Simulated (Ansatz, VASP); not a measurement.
Two plane-wave programs on Ru

```xyz
2
Lattice="2.6741 0.0000 0.0000 -1.3370 2.3158 0.0000 0.0000 0.0000 4.2268" Properties=species:S:1:pos:R:3 pbc="T T T"
Ru    0.0000    1.5439    1.0567
Ru    1.3370    0.7719    3.1701
```

Alike in both runs: functional LDA; k mesh 18 × 18 × 10; occupations gaussian, width 0.1 eV; no spin polarisation.

Ansatz relaxed the structure, and its values are those at the end. VASP's run is a single point on that final structure, the one shown.

|  | VASP | Ansatz |
| --- | --- | --- |
| version | VASP 6.6.1 | Ansatz 0.2.0 |
| potentials or method | VASP PAW LDA potentials, release 64 (Ru_pv), cutoff 520 eV | scalar-relativistic, plane waves, PAW |
| valence electrons in the cell | 28 | 32 |

```csv
,VASP,Ansatz,Ansatz less VASP
gap on the k mesh at the Fermi level (eV),none,none,-
pressure (GPa),0.9,0.0,-0.94
```

Ansatz warns that its potentials were made for another functional, while VASP's fit it. LDA's correlation is that of Perdew and Zunger in VASP and of Perdew and Wang (1992) in Ansatz. A gap of «none» marks a metal or a gap that the smearing closes. VASP's potentials hold 28 valence electrons a cell and Ansatz's 32, so a difference there can come from the potentials and not from the codes.
